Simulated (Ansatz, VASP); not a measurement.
**BAs: VASP beside Ansatz**

```
B As
1.0
     0.00000    2.38850    2.38850
     2.36462    0.00000    2.38850
     2.36462    2.38850    0.00000
B As
1 1
Direct
  0.00000 0.00000 0.00000
  0.75000 0.75000 0.75000
```

Change from the starting cell: strain -0.0100 x Voigt [1, 0, 0, 0, 0, 0], atoms carried along.

Alike in both runs: task single point; functional PBE; k mesh 10 × 10 × 10; occupations gaussian, width 0.05 eV; no spin polarisation.

|  | VASP | Ansatz |
| --- | --- | --- |
| version | VASP 6.6.1 | Ansatz 0.2.0 |
| potentials or method | VASP PAW PBE potentials, release 64 (B, As), cutoff 520 eV | scalar-relativistic, plane waves, PAW |
| valence electrons in the cell | 8 | 18 |

|  | VASP | Ansatz | Ansatz less VASP |
| --- | --- | --- | --- |
| gap on the k mesh at the Fermi level (eV) | 1.01 | 1.02 | +0.009 |
| least direct gap on the mesh (eV) | 3.18 | 3.19 | +0.004 |
| pressure (GPa) | 4.9 | 4.2 | -0.69 |
| traceless stress, the component that is largest in VASP (GPa) | 1.37 | 1.38 | +0.007 |

VASP's potentials hold 8 valence electrons a cell and Ansatz's 18, so a difference there can come from the potentials and not from the codes.
